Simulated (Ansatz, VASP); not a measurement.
**One calculation of SnTe, two programs**

Contents of INCAR:

```
SYSTEM = SnTe
PREC = Accurate
ENCUT = 520
EDIFF = 1E-6
ISMEAR = -1
SIGMA = 0.05
LREAL = .FALSE.
LASPH = .TRUE.
NELM = 100
ALGO = Normal
ISIF = 2
LWAVE = .FALSE.
LCHARG = .FALSE.
GGA = CA
NBANDS = 17
```

KPOINTS

```
Automatic mesh
0
G
  7 7 7
  0 0 0
```

File POSCAR:

```
SnTe
1.0
    3.9560835241      0.0000000000      0.0000000000
    0.0000000000      3.9560835241      0.0000000000
    0.0000000000      0.0000000000      3.9560835241
Te Sn
1 1
Direct
    0.5000000000      0.5000000000      0.5000000000
    0.0000000000      0.0000000000      0.0000000000
```

The input input.yaml:

```yaml
crystal:
  lattice:
    - [3.9560835241, 0.0, 0.0]
    - [0.0, 3.9560835241, 0.0]
    - [0.0, 0.0, 3.9560835241]
  atoms:
    - { symbol: Te, position: [0.5, 0.5, 0.5] }
    - { symbol: Sn, position: [0.0, 0.0, 0.0] }
kpoints:
  mp_grid: { grid: [7, 7, 7] }
scf:
  occupations: { method: fermi_dirac, width: 0.05 }
hamiltonian:
  xc: lda
  pseudopotentials: { kind: all_electron, lapw: { basis_error: 0.001 } }
output:
  forces: true
  stress: true
  eigenvalues: true
```

Change from the starting cell: volume scaled by 1.04.

Alike in both runs: task single point; functional LDA; k mesh 7 × 7 × 7; occupations fermi-dirac, width 0.05 eV; no spin polarisation.

|  | VASP | Ansatz |
| --- | --- | --- |
| version | VASP 6.6.1 | Ansatz 0.2.0 |
| potentials or method | VASP PAW LDA potentials, release 64 (Te, Sn_d), cutoff 520 eV | all-electron LAPW, scalar-relativistic |

```csv
,VASP,Ansatz,Ansatz less VASP
gap on the k mesh at the Fermi level (eV),none,none,-
pressure (GPa),-5.6,-5.6,+0.06
```

LDA's correlation is that of Perdew and Zunger in VASP and of Perdew and Wang (1992) in Ansatz. A gap of «none» marks a metal or a gap that the smearing closes. Ansatz ran all-electron here, and VASP with PAW potentials.

Neither program's run includes spin-orbit coupling.
